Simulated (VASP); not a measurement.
A run of VASP 6.6.1 is set up as follows.

The input INCAR:

```
SYSTEM = HfN
PREC = Accurate
ENCUT = 600
EDIFF = 1E-7
ISMEAR = -1
SIGMA = 0.15
LREAL = .False.
LASPH = .True.
NELM = 60
ALGO = Normal
ISIF = 3
LWAVE = .False.
LCHARG = .False.
GGA = PS
IBRION = 2
NSW = 80
EDIFFG = -0.001
```

File KPOINTS:

```
regular mesh
0
Gamma
  16 16 16
  0 0 0
```

The input POSCAR:

```
HfN
1.0
    0.0000000000      2.2508648575      2.2508648575
    2.2508648575      0.0000000000      2.2508648575
    2.2508648575      2.2508648575      0.0000000000
Hf N
1 1
Direct
    0.0000000000      0.0000000000      0.0000000000
    0.5000000000      0.5000000000      0.5000000000
```

Potentials or basis: VASP PAW PBE potentials, release 64 (Hf_pv, N).

The run is started by

```sh
$ cat potpaw_PBE.64/Hf_pv/POTCAR potpaw_PBE.64/N/POTCAR > POTCAR
$ mpirun -np 1 vasp_std > vasp.out
```

Question: Estimate the space group after relaxing (to 0.1 Å).

Answer: Fm-3m (No. 225).

Question: Estimate the band gap on the k mesh.

Answer: Zero (an odd number of electrons rules out a gap without spin polarisation).

The path:
```tsv
step	energy change (eV)	largest force (eV/Å)	pressure (GPa)	volume (Å³)
1	0.0000	0.0000	-2.16	22.81
2	0.0034	0.0000	4.46	22.30
3	-0.0012	0.0000	0.00	22.64
```

Caveat: the PAW data sets were made with another functional, which shifts forces and pressure a little; spin-orbit coupling is left out, which moves the levels of the heavy elements.
